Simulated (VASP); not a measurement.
Set up this calculation in VASP 6.6.1, as the native input.

* Task: relaxation of cell and atoms
* Functional: PBEsol
* Potentials or basis: VASP PAW PBE potentials, release 64 (Hf_pv, O)
* Cutoff: 600 eV
* k mesh: 6 × 6 × 6
* Occupations: gaussian, width 0.1 eV
* Spin: no spin polarisation
* Dipole correction: no
* Further INCAR settings: ALGO = Normal; EDIFF = 1e-07; IBRION = 2; EDIFFG = -0.05; NSW = 100; ISIF = 3

The structure of HfO2 lies in POSCAR:

```
HfO2
1.0
    0.0000000000      2.5575000000      2.5575000000
    2.5575000000      0.0000000000      2.5575000000
    2.5575000000      2.5575000000      0.0000000000
Hf O
1 2
Direct
    0.0000000000      0.0000000000      0.0000000000
    0.2500000000      0.2500000000      0.2500000000
    0.7500000000      0.7500000000      0.7500000000
```

The input as run:

INCAR

```
SYSTEM = HfO2
  ALGO = Normal
  EDIFF = 1E-7
  EDIFFG = -0.05
  ENCUT = 600
  GGA = PS
  IBRION = 2
  ISIF = 3
  ISMEAR = 0
  LASPH = .True.
  LCHARG = .False.
  LREAL = .False.
  LWAVE = .False.
  NELM = 60
  NSW = 100
  PREC = Accurate
  SIGMA = 0.1
```

KPOINTS

```
k-points
0
Gamma
  6 6 6
  0 0 0
```

Potentials or basis: VASP PAW PBE potentials, release 64 (Hf_pv, O).

Run with:

```console
$ cat potpaw_PBE.64/Hf_pv/POTCAR potpaw_PBE.64/O/POTCAR > POTCAR
$ mpirun -np 1 vasp_std > vasp.out
```

Results of the run:

| Item | Value |
| --- | --- |
| Relaxed volume | 10.55 Å³/atom |
| Relaxed cell | a = 3.550 Å, b = 3.550 Å, c = 3.550 Å, α = 60.00°, β = 60.00°, γ = 60.00° |
| Space group after relaxing (to 0.05 Å) | Fm-3m (No. 225) |
| Energy gained by relaxing | 28.0 meV/atom |
| Ionic steps | 3 |
| Pressure after relaxing | -0.3 GPa |
| Band gap on the k mesh | 3.75 eV, direct |

Caveat: the PAW data sets were made with another functional, which shifts forces and pressure a little; spin-orbit coupling is left out, which moves the levels of the heavy elements.

Run time: 16 s on 1 thread of Intel(R) Xeon(R) 6975P-C (Granite Rapids), with other jobs on the host, peak memory 0.17 GiB.
